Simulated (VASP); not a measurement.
Na, 1 atom in the cell. The structure is tetragonal, space group I4/mmm (No. 139). Conventional cell: a = 3.700 Å, b = 3.700 Å, c = 5.549 Å, α = 90.00°, β = 90.00°, γ = 90.00°. Within 4.9 Å of Na (site symmetry 4/mmm) lie 12 Na at 3.70 to 3.81 Å.  This cell differs from its parent crystal: ratio of the length along z to the lengths across it x 1.5, volume and fractional coordinates fixed.

| Item | Value |
| --- | --- |
| Program | VASP 6.6.1 |
| Task | single point |
| Functional | PBE |
| Potentials or basis | VASP PAW PBE potentials, release 64 (Na_pv) |
| Cutoff | 520 eV |
| k mesh | 18 × 18 × 18 |
| Occupations | gaussian, width 0.15 eV |
| Spin | no spin polarisation |
| Dipole correction | no |
| Further INCAR settings | ALGO = Fast; EDIFF = 1e-07; NBANDS = 10 |

Potentials or basis: VASP PAW PBE potentials, release 64 (Na_pv).

Run with:

```console
$ cat potpaw_PBE.64/Na_pv/POTCAR > POTCAR
$ mpirun -np 1 vasp_std > vasp.out
```

Hardware: 1 thread of Intel(R) Xeon(R) Platinum 8259CL CPU @ 2.50GHz (Skylake/Cascade Lake), on a shared host.

**Question.** How long does it take, and how much memory?

**Answer.** Run time: 120 s on 1 thread of Intel(R) Xeon(R) Platinum 8259CL CPU @ 2.50GHz (Skylake/Cascade Lake) (shared host), peak memory 0.26 GiB. Counts: scf iterations 12, k points 480.
